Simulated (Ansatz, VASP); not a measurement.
## PbS in VASP and in Ansatz

The input INCAR:

```
ALGO     = Normal         # electronic algorithm
EDIFF    = 1E-6           # SCF threshold, eV
ENCUT    = 500            # plane-wave cutoff, eV
GGA      = PS             # functional
GGA_COMPAT= F            
ISIF     = 2              # what is computed and relaxed
ISMEAR   = 0              # smearing method
LASPH    = T              # aspherical terms in the spheres
LCHARG   = T              # write CHGCAR
LELF     = T              # ELF
LREAL    = F              # projectors in reciprocal space
LVHAR    = T            
LWAVE    = F              # write WAVECAR
NBANDS   = 50             # bands
NELM     = 120            # most SCF steps
PREC     = Accurate       # precision mode
SIGMA    = 0.01           # smearing width, eV
```

KPOINTS

```
k-points
0
Gamma
  4 2 2
```

Contents of POSCAR:

```
PbS
1.0
    4.0699280000      0.0000000000      0.0000000000
    0.0000000000      5.6898180000     -5.5735990000
    0.0000000000      5.6898180000      5.5735990000
Pb S
4 4
Direct
    0.0000000000      0.6608510000      0.6631130000
    0.0000000000      0.3368870000      0.3391490000
    0.5000000000      0.8626130000      0.1373870000
    0.0000000000      0.1762690000      0.8237310000
    0.5000000000      0.8821480000      0.7748220000
    0.5000000000      0.2251780000      0.1178520000
    0.0000000000      0.6891040000      0.3108960000
    0.5000000000      0.3627490000      0.6372510000
```

Input for Ansatz:

```yaml
crystal:
  lattice:
    a: 4.069928
    b: 11.379636
    c: 11.147198
    alpha: 90.0
    beta: 90.0
    gamma: 90.0
  space_group: 38
  setting:
    hermann_mauguin: Amm2
  atoms:
    - { symbol: Pb, position: [0.0, 0.161982, 0.501131] }
    - { symbol: Pb, position: [0.5, 0.0, 0.137387] }
    - { symbol: Pb, position: [0.0, 0.0, 0.823731] }
    - { symbol: S, position: [0.5, 0.328485, 0.446337] }
    - { symbol: S, position: [0.0, 0.0, 0.310896] }
    - { symbol: S, position: [0.5, 0.0, 0.637251] }
  reduce_to_primitive: true
kpoints:
  mp_grid:
    grid: [4, 2, 2]
hamiltonian:
  xc: pbesol
scf:
  occupations:
    method: fixed
output:
  eigenvalues: true
basis:
  xc_grid: 2
```

Alike in both runs: task single point; functional PBEsol; k mesh 4 × 2 × 2; no spin polarisation.

|  | VASP | Ansatz |
| --- | --- | --- |
| version | VASP 6.6.1 | Ansatz 0.2.0 |
| potentials or method | VASP PAW PBE potentials, release 64 (Pb_d, S) | plane waves, PAW |
| plane-wave cutoff (eV) | 500 | 420 |
| occupations | gaussian, width 0.01 eV | fixed |
| valence electrons in the cell | 80 | 80 |

```csv
,VASP,Ansatz,Ansatz less VASP
gap on the k mesh at the Fermi level (eV),0.46,0.46,-0.002
```

VASP's potentials were made for PBE, not for PBEsol.

Spin-orbit coupling is off throughout.
